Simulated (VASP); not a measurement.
# Pd: single point with BLYP

The system is Pd.

```xyz
1
Lattice="-1.6239 1.6239 1.6239 1.6239 -1.6239 1.6239 1.6239 1.6239 -1.6239" Properties=species:S:1:pos:R:3 pbc="T T T"
Pd    0.0000    0.0000    0.0000
```

This cell differs from its parent crystal: volume scaled by 1.04.

| Property | Result |
| --- | --- |
| Program | VASP 6.6.1 |
| Task | single point |
| Functional | BLYP |
| Potentials or basis | VASP PAW PBE potentials, release 64 (Pd) |
| Cutoff | 520 eV |
| k mesh | 16 × 16 × 16 |
| Occupations | fermi-dirac, width 0.05 eV |
| Spin | collinear spin, ferromagnetic start |
| Starting moments | [0.5] μB |

| Quantity | Value |
| --- | --- |
| Pressure | -4.4 GPa |
| Band gap on the k mesh | zero (filled and empty bands overlap) |
| Net moment | 0.00 μB per cell |
| Valence electrons inside the program's atomic spheres | Pd 9.23 |

Levels at points of the mesh, in eV from the Fermi level:
Spin up:
```csv
k point,band 1,band 2,band 3,band 4,band 5,band 6,band 7,band 8,band 9,band 10
"(0.00, 0.00, 0.00)",-5.93,-2.37,-2.37,-2.37,-0.78,-0.78,19.25,19.25,19.25,26.30
"(0.50, 0.00, 0.00)",-4.21,-3.31,-0.86,-0.62,0.45,1.87,6.79,14.93,16.32,22.59
"(0.50, 0.50, 0.50)",-4.10,-4.10,0.15,0.15,0.15,8.77,8.77,8.77,15.15,16.39
```
Spin down:
```
           k point  band 1  band 2  band 3  band 4  band 5  band 6  band 7  band 8  band 9  band 10
(0.00, 0.00, 0.00)   -5.93   -2.37   -2.37   -2.37   -0.78   -0.78   19.25   19.25   19.25    26.30
(0.50, 0.00, 0.00)   -4.21   -3.31   -0.86   -0.62    0.45    1.87    6.79   14.93   16.32    22.59
(0.50, 0.50, 0.50)   -4.10   -4.10    0.15    0.15    0.15    8.77    8.77    8.77   15.15    16.39
```

Run time: 45 s on 1 thread of AMD EPYC 9R45 96-Core Processor (Zen 5), on a shared host, peak memory 0.15 GiB.

Caveat: the PAW data sets were made with another functional, which shifts forces and pressure a little.
